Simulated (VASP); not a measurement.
A run of VASP 6.6.1 is set up as follows.

File INCAR:

```
PREC = Accurate
ENCUT = 520
EDIFF = 1E-6
ISMEAR = 0
SIGMA = 0.1
LREAL = Auto
LASPH = T
NELM = 80
ALGO = Normal
ISIF = 2
LWAVE = F
LCHARG = F
LDIPOL = T
IDIPOL = 3
DIPOL = 0.5 0.5 0.292
GGA = PE
IVDW = 12
NBANDS = 123
```

File KPOINTS:

```
Automatic mesh
0
Gamma
  5 5 1
```

File POSCAR:

```
Ti12N12O
1.0
    5.9473589866      0.0000000000      0.0000000000
    0.0000000000      5.9473589866      0.0000000000
    0.0000000000      0.0000000000     21.5533569335
Ti N O
12 12 1
Direct
    0.2500000000      0.2500000000      0.1855859397
    0.2500000000      0.7500000000      0.1855859397
    0.7500000000      0.2500000000      0.1855859397
    0.7500000000      0.7500000000      0.1855859397
    0.0000000000      0.0000000000      0.2814770362
    0.0000000000      0.5000000000      0.2814770362
    0.5000000000      0.0000000000      0.2814770362
    0.5000000000      0.5000000000      0.2814770362
    0.2500000000      0.2500000000      0.3733135280
    0.2500000000      0.7500000000      0.3733135280
    0.7500000000      0.2500000000      0.3733135280
    0.7500000000      0.7500000000      0.3733135280
    0.0000000000      0.0000000000      0.1855859397
    0.0000000000      0.5000000000      0.1855859397
    0.5000000000      0.0000000000      0.1855859397
    0.5000000000      0.5000000000      0.1855859397
    0.2500000000      0.2500000000      0.2799709833
    0.2500000000      0.7500000000      0.2799709833
    0.7500000000      0.2500000000      0.2799709833
    0.7500000000      0.7500000000      0.2799709833
    0.0000000000      0.0000000000      0.3829267505
    0.0000000000      0.5000000000      0.3829267505
    0.5000000000      0.0000000000      0.3829267505
    0.5000000000      0.5000000000      0.3829267505
    0.0000000000      0.0000000000      0.5360351508
```

Potentials or basis: VASP PAW PBE potentials, release 64 (Ti_sv, N, O).

Launch:

```console
$ cat potpaw_PBE.64/Ti_sv/POTCAR potpaw_PBE.64/N/POTCAR potpaw_PBE.64/O/POTCAR > POTCAR
$ mpirun -np 1 vasp_std > vasp.out
```

What does it give for the dispersion energy per atom?

-0.309 eV.

Estimate the band gap on the k mesh.

zero (bands 105 and 106 overlap by 0.32 eV).

Estimate the largest force.

1.874 eV/Å.

Forces in eV/Å, atoms in the order of the input:
```
Ti  -0.002 -0.002  1.794
Ti  -0.002  0.002  1.794
Ti   0.002 -0.002  1.794
Ti   0.002  0.002  1.794
Ti   0.000  0.000 -0.026
Ti   0.000  0.000  0.015
Ti   0.000  0.000  0.015
Ti   0.000  0.000  0.038
Ti  -0.120 -0.120  0.830
Ti  -0.120  0.120  0.830
Ti   0.120 -0.120  0.830
Ti   0.120  0.120  0.830
N    0.000  0.000 -1.815
N    0.000  0.000 -1.838
N    0.000  0.000 -1.838
N    0.000  0.000 -1.874
N   -0.002 -0.002 -0.067
N   -0.002  0.002 -0.067
N    0.002 -0.002 -0.067
N    0.002  0.002 -0.067
N    0.000  0.000 -0.685
N    0.000  0.000 -0.521
N    0.000  0.000 -0.521
N    0.000  0.000 -0.456
O    0.000  0.000 -0.725
```
